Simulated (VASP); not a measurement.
# BaZrO3 (Pm-3m) in VASP: single point with PBEsol

Aim: the single point of BaZrO3 with PBEsol.

Program: VASP 6.6.1. These are calculated values, not measurements. Logs are shortened: lines on timing, memory, paths and dates and some standing lists are left out, and cuts for length are marked.

## (1) The cell of the first run

The structure is cubic, space group Pm-3m (No. 221). The conventional cell has a = 4.181 Å, b = 4.181 Å, c = 4.181 Å, α = 90.00°, β = 90.00°, γ = 90.00°. Ba (site symmetry m-3m) has 12 O at 2.96 Å and 8 Zr at 3.62 Å within 3.9 Å. Within 2.8 Å of Zr (site symmetry m-3m) lie 6 O at 2.09 Å. O (site symmetry 4/mmm) has 2 Zr at 2.09 Å within 2.8 Å.

## (2) Single point, PBEsol

Input file INCAR:

```
  PREC = Accurate
  ENCUT = 600
  EDIFF = 1E-6
  ISMEAR = 0
  SIGMA = 0.02
  LREAL = False
  LASPH = True
  NELM = 120
  ALGO = Normal
  ISIF = 2
  LWAVE = False
  LCHARG = False
  GGA = PS
  NBANDS = 28
  GGA_COMPAT = False
```

Input file KPOINTS:

```
regular mesh
0
Gamma
  6 6 6
```

Input file POSCAR:

```
BaZrO3
1.0
    4.1807186150      0.0000000000      0.0000000000
    0.0000000000      4.1807186150      0.0000000000
    0.0000000000      0.0000000000      4.1807186150
Ba Zr O
1 1 3
Direct
    0.0000000000      0.0000000000      0.0000000000
    0.5000000000      0.5000000000      0.5000000000
    0.5000000000      0.0000000000      0.5000000000
    0.5000000000      0.5000000000      0.0000000000
    0.0000000000      0.5000000000      0.5000000000
```

Potentials or basis: VASP PAW PBE potentials, release 64 (Ba_sv, Zr_sv, O).

The run is started by

```sh
cat potpaw_PBE.64/Ba_sv/POTCAR potpaw_PBE.64/Zr_sv/POTCAR potpaw_PBE.64/O/POTCAR > POTCAR
mpirun -np 1 vasp_std > vasp.out
```

OUTCAR:

```text
PREC = Accurate
   ENCUT = 600
   EDIFF = 1E-6
   ISMEAR = 0
   LREAL = False
   LASPH = True
   NELM = 120
   ISIF = 2
   GGA = PS

 ion  position               nearest neighbor table
   1  0.000  0.000  0.000-   3 2.96   4 2.96   5 2.96   3 2.96   5 2.96   4 2.96   5 2.96   5 2.96
                             3 2.96   4 2.96   3 2.96   4 2.96   2 3.62   2 3.62   2 3.62   2 3.62
   2  0.500  0.500  0.500-   3 2.09   4 2.09   5 2.09   4 2.09   3 2.09   5 2.09   1 3.62   1 3.62
                             1 3.62   1 3.62   1 3.62   1 3.62   1 3.62   1 3.62
   3  0.500  0.000  0.500-   2 2.09   2 2.09   1 2.96   1 2.96   1 2.96   1 2.96
   4  0.500  0.500  0.000-   2 2.09   2 2.09   1 2.96   1 2.96   1 2.96   1 2.96
   5  0.000  0.500  0.500-   2 2.09   2 2.09   1 2.96   1 2.96   1 2.96   1 2.96

  LATTYP: Found a simple cubic cell.
 ALAT       =     4.1807186150

  Lattice vectors:

 A1 = (   4.1807186150,   0.0000000000,   0.0000000000)
 A2 = (   0.0000000000,   4.1807186150,   0.0000000000)
 A3 = (   0.0000000000,   0.0000000000,   4.1807186150)

Analysis of symmetry for initial positions (statically):
=====================================================================
 Subroutine PRICEL returns:
 Original cell was already a primitive cell.

 Routine SETGRP: Setting up the symmetry group for a
 simple cubic supercell.

 Subroutine GETGRP returns: Found 48 space group operations
 (whereof 48 operations were pure point group operations)
 out of a pool of 48 trial point group operations.

The static configuration has the point symmetry O_h .

Analysis of symmetry for dynamics (positions and initial velocities):
=====================================================================
 Subroutine PRICEL returns:
 Original cell was already a primitive cell.

 Routine SETGRP: Setting up the symmetry group for a
 simple cubic supercell.

 Subroutine GETGRP returns: Found 48 space group operations
 (whereof 48 operations were pure point group operations)
 out of a pool of 48 trial point group operations.

The dynamic configuration has the point symmetry O_h .

 Subroutine INISYM returns: Found 48 space group operations
 (whereof 48 operations are pure point group operations),
 and found     1 'primitive' translations

----------------------------------------------------------------------------------------

                                     Primitive cell

  volume of cell :      73.0723

  direct lattice vectors                    reciprocal lattice vectors
     4.180718615  0.000000000  0.000000000     0.239193328  0.000000000  0.000000000
     0.000000000  4.180718615  0.000000000     0.000000000  0.239193328  0.000000000
     0.000000000  0.000000000  4.180718615     0.000000000  0.000000000  0.239193328

  length of vectors
     4.180718615  4.180718615  4.180718615     0.239193328  0.239193328  0.239193328

  position of ions in fractional coordinates (direct lattice)
     0.000000000  0.000000000  0.000000000
     0.500000000  0.500000000  0.500000000
     0.500000000  0.000000000  0.500000000
     0.500000000  0.500000000  0.000000000
     0.000000000  0.500000000  0.500000000

  ion indices of the primitive-cell ions
   primitive index   ion index
                 1           1
                 2           2
                 3           3
                 4           4
                 5           5

----------------------------------------------------------------------------------------

 KPOINTS: regular mesh

Automatic generation of k-mesh.
 Grid dimensions read from file:
 generate k-points for:    6    6    6

 Generating k-lattice:

  Cartesian coordinates                     Fractional coordinates (reciprocal lattice)
     0.039865555  0.000000000  0.000000000     0.166666667  0.000000000  0.000000000
     0.000000000  0.039865555  0.000000000     0.000000000  0.166666667  0.000000000
     0.000000000  0.000000000  0.039865555     0.000000000  0.000000000  0.166666667

  Length of vectors
     0.039865555  0.039865555  0.039865555

  Shift w.r.t. Gamma in fractional coordinates (k-lattice)
     0.000000000  0.000000000  0.000000000

 Subroutine IBZKPT returns following result:
 ===========================================

 Found     20 irreducible k-points:

 Following reciprocal coordinates:
            Coordinates               Weight
  0.000000  0.000000  0.000000      1.000000
  0.166667  0.000000  0.000000      6.000000
  0.333333  0.000000  0.000000      6.000000
  0.500000  0.000000  0.000000      3.000000
  0.166667  0.166667  0.000000     12.000000
  0.333333  0.166667  0.000000     24.000000
[... 12 lines left out ...]
  0.500000  0.500000  0.333333      6.000000
  0.500000  0.500000  0.500000      1.000000
   k-points           NKPTS =     20   k-points in BZ     NKDIM =     20   number of bands    NBANDS=     28
   number of dos      NEDOS =    301   number of ions     NIONS =      5
   total plane-waves  NPLWV =  46656
   dimension x,y,z NGX =    36 NGY =   36 NGZ =   36
   dimension x,y,z NGXF=    72 NGYF=   72 NGZF=   72
   ions per type =               1   1   3
   NGX,Y,Z   is equivalent  to a cutoff of  14.32, 14.32, 14.32 a.u.
   NGXF,Y,Z  is equivalent  to a cutoff of  28.63, 28.63, 28.63 a.u.
 SYSTEM =  unknown system
   PREC   = accura    normal or accurate (medium, high low for compatibility)
   ISTART =      0    job   : 0-new  1-cont  2-samecut
   ICHARG =      2    charge: 1-file 2-atom 10-const
   ISPIN  =      1    spin polarized calculation?
   LNONCOLLINEAR =      F non collinear calculations
   LSORBIT =      F    spin-orbit coupling
   LASPH  =      T    aspherical Exc in radial PAW
   ENCUT  =  600.0 eV  44.10 Ry    6.64 a.u.   8.35  8.35  8.35*2*pi/ulx,y,z
   NELM   =    120;   NELMIN=  2; NELMDL= -5     # of ELM steps
   EDIFF  = 0.1E-05   stopping-criterion for ELM
   LREAL  =      F    real-space projection
   EDIFFG = 0.1E-04   stopping-criterion for IOM
   NSW    =      0    number of steps for IOM
   IBRION =     -1    ionic relax: 0-MD 1-quasi-New 2-CG
   NFREE  =      0    steps in history (QN), initial steepest desc. (CG)
   ISIF   =      2    stress and relaxation
   ISYM   =      2    0-nonsym 1-usesym 2-fastsym
   POTIM  = 0.5000    time-step for ionic-motion
   TEBEG  =    0.0;   TEEND  =   0.0 temperature during run
   PSTRESS=    0.0 pullay stress
   NELECT =      40.0000    total number of electrons
   NUPDOWN=      -1.0000    fix difference up-down
   EMIN   =  10.00;   EMAX   =-10.00  energy-range for DOS
   EFERMI =   0.00;   METHOD = LEGACY
   ISMEAR =     0;   SIGMA  =   0.02  broadening in eV -4-tet -1-fermi 0-gaus
   EFERMI_NEDOS =   21; number of points for ismear=-14 and -15
   IALGO  =     38    algorithm
   IMIX   =      4    mixing-type and parameters
     AMIX     =   0.40;   BMIX     =  1.00
     AMIX_MAG =   1.60;   BMIX_MAG =  1.00
  volume/ion in A,a.u.               =      14.61        98.62
  Fermi-wavevector in a.u.,A,eV,Ry     =   1.339195  2.530712 24.401285  1.793444
  Thomas-Fermi vector in A             =   2.467606
   LORBIT       =      0    0 simple, 1 ext, 2 COOP (PROOUT), +10 PAW based schemes
   GGA     = PS    functional components
   LHFCALC =     F    Hartree Fock is set to
   AEXX    =    0.0000 exact exchange contribution
   IVDW    =     0    specifies the selected vdW correction
   LEPSILON=     F    determine dielectric tensor
   LRPA    =     F    only Hartree local field effects (RPA)
 non-spin polarized calculation
 Gauss-broadening in eV      SIGMA  =   0.02
  energy-cutoff  :      600.00
  volume of cell :       73.07
 maximum number of plane-waves:      2469
 NGX is ok and might be reduce to    36
   NGX = 17   NGY = 17   NGZ = 17

 number of electron      40.0000005 magnetization

 Free energy of the ion-electron system (eV)
  ---------------------------------------------------
  ext. energy  EPLUGINS =         0.00000000
  ---------------------------------------------------
  free energy    TOTEN  =       -43.62714210 eV

  energy without entropy =      -43.62714210  energy(sigma->0) =      -43.62714210

 E-fermi :   3.9339     XC(G=0): -11.0601

 val. band max:        3.6875591828   @ k =   0.5000   0.5000   0.5000
 cond. band min:       6.8108337385   @ k =   0.0000   0.0000   0.0000
 fundamental gap:      3.1232745557
 Fermi energy:         3.9338953578

 k-point     1 :       0.0000    0.0000    0.0000
  band No.  band energies     occupation
      1     -43.1401      2.00000
      2     -21.5295      2.00000
      3     -21.3612      2.00000
      4     -21.3612      2.00000
      5     -21.3612      2.00000
      6     -12.6144      2.00000
[... 20 lines left out ...]
     27      11.2354      0.00000
     28      11.2354      0.00000

 k-point     2 :       0.1667    0.0000    0.0000
  band No.  band energies     occupation
      1     -43.1392      2.00000
      2     -21.6030      2.00000
      3     -21.3594      2.00000
      4     -21.3594      2.00000
      5     -21.3387      2.00000
      6     -12.6243      2.00000
[... 20 lines left out ...]
     27      11.2366      0.00000
     28      11.9084      0.00000

 k-point     3 :       0.3333    0.0000    0.0000
  band No.  band energies     occupation
      1     -43.1374      2.00000
      2     -21.7344      2.00000
      3     -21.3556      2.00000
      4     -21.3556      2.00000
      5     -21.3034      2.00000
      6     -12.7380      2.00000
[... 20 lines left out ...]
     27      11.2856      0.00000
     28      11.4819      0.00000

 k-point     4 :       0.5000    0.0000    0.0000
  band No.  band energies     occupation
      1     -43.1365      2.00000
      2     -21.7960      2.00000
      3     -21.3537      2.00000
      4     -21.3537      2.00000
      5     -21.2872      2.00000
      6     -12.8017      2.00000
[... 20 lines left out ...]
     27      11.2197      0.00000
     28      12.2299      0.00000

 k-point     5 :       0.1667    0.1667    0.0000
  band No.  band energies     occupation
      1     -43.1383      2.00000
      2     -21.6205      2.00000
      3     -21.4278      2.00000
      4     -21.3575      2.00000
      5     -21.3045      2.00000
      6     -12.5735      2.00000
[... 20 lines left out ...]
     27      11.6702      0.00000
     28      11.8320      0.00000

 k-point     6 :       0.3333    0.1667    0.0000
  band No.  band energies     occupation
      1     -43.1365      2.00000
      2     -21.7077      2.00000
      3     -21.4400      2.00000
      4     -21.3538      2.00000
      5     -21.3029      2.00000
      6     -12.6205      2.00000
[... 339 lines left out ...]
      5     -21.3715      2.00000
      6     -11.8082      2.00000
[... 20 lines left out ...]
     27      11.9914      0.00000
     28      11.9914      0.00000

 k-point    18 :       0.5000    0.3333    0.3333
  band No.  band energies     occupation
      1     -43.1313      2.00000
      2     -21.6288      2.00000
      3     -21.5482      2.00000
      4     -21.5460      2.00000
      5     -21.3929      2.00000
      6     -11.7468      2.00000
[... 20 lines left out ...]
     27      11.9658      0.00000
     28      12.6779      0.00000

 k-point    19 :       0.5000    0.5000    0.3333
  band No.  band energies     occupation
      1     -43.1304      2.00000
      2     -21.6096      2.00000
      3     -21.6096      2.00000
      4     -21.5447      2.00000
      5     -21.4006      2.00000
      6     -11.6456      2.00000
[... 20 lines left out ...]
     27      12.2368      0.00000
     28      13.0300      0.00000

 k-point    20 :       0.5000    0.5000    0.5000
  band No.  band energies     occupation
      1     -43.1295      2.00000
      2     -21.6069      2.00000
      3     -21.6069      2.00000
      4     -21.6069      2.00000
      5     -21.3909      2.00000
      6     -11.3479      2.00000
[... 20 lines left out ...]
     27      12.9037      0.00000
     28      12.9037      0.00000

------------------------ aborting loop because EDIFF is reached ----------------------------------------

  FORCE on cell =-STRESS in cart. coord.  units (eV):
  Direction    XX          YY          ZZ          XY          YZ          ZX
  --------------------------------------------------------------------------------------
  -------------------------------------------------------------------------------------
  Total        0.4694136      0.4694136      0.4694136      0.0000000      0.0000000      0.0000000
  in kB       10.2923245     10.2923245     10.2923245      0.0000000      0.0000000      0.0000000
  external PRESSURE =      10.2923245 kB  Pullay stress =       0.0000000 kB

 VOLUME and BASIS-vectors are now :
 -----------------------------------------------------------------------------
  energy-cutoff  :      600.00
  volume of cell :       73.07
      direct lattice vectors                 reciprocal lattice vectors
     4.180718615  0.000000000  0.000000000     0.239193328  0.000000000  0.000000000
     0.000000000  4.180718615  0.000000000     0.000000000  0.239193328  0.000000000
     0.000000000  0.000000000  4.180718615     0.000000000  0.000000000  0.239193328

 POSITION                                       TOTAL-FORCE (eV/Angst)
 -----------------------------------------------------------------------------------
      0.00000      0.00000      0.00000         0.000000      0.000000      0.000000
      2.09036      2.09036      2.09036         0.000000      0.000000      0.000000
      2.09036      0.00000      2.09036         0.000000      0.000000      0.000000
      2.09036      2.09036      0.00000         0.000000      0.000000      0.000000
      0.00000      2.09036      2.09036         0.000000      0.000000      0.000000
 -----------------------------------------------------------------------------------
    total drift:                                0.000000      0.000000      0.000000

  FREE ENERGIE OF THE ION-ELECTRON SYSTEM (eV)
  ---------------------------------------------------
  free  energy   TOTEN  =       -43.6271420986 eV

  energy  without entropy=      -43.6271420986  energy(sigma->0) =      -43.62714210
```

Run time: 30 s. Hardware: 1 thread of Intel Xeon 6975P-C (Granite Rapids), shared host; peak memory 0.22 GiB.

Results:

```yaml
Free_energy: -43.6271 eV
Pressure: 1.0 GPa
Band_gap_on_the_k_mesh: 3.12 eV (least direct gap 3.34 eV)
```

Caveat: the PAW data sets were made with another functional, which shifts forces and pressure a little; spin-orbit coupling is left out, which moves the levels of the heavy elements.
